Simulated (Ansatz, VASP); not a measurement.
AlP in VASP and in Ansatz

```
Al P
1.0
     0.00000    2.72592    2.72592
     2.72592    0.00000    2.72592
     2.72592    2.72592    0.00000
Al P
1 1
Direct
  0.00000 0.00000 0.00000
  0.25000 0.25000 0.25000
```

Alike in both runs: task single point; functional PBE; dispersion D3(BJ); k mesh 8 × 8 × 8; occupations gaussian, width 0.02 eV; no spin polarisation.

```csv
,VASP,Ansatz
version,VASP 6.6.1,Ansatz 0.2.0
potentials or method,"VASP PAW PBE potentials, release 64 (Al, P), cutoff 500 eV","scalar-relativistic, plane waves, PAW"
valence electrons in the cell,8,8
```

Ansatz gave:

```
gap on the k mesh at the Fermi level (eV) : 1.57
least direct gap on the mesh (eV)         : 3.35
pressure (GPa)                            : 0.0
```

**Question.** Which values does VASP return?

**Answer.** gap on the k mesh at the Fermi level (eV): 1.57; least direct gap on the mesh (eV): 3.34; pressure (GPa): -0.1.
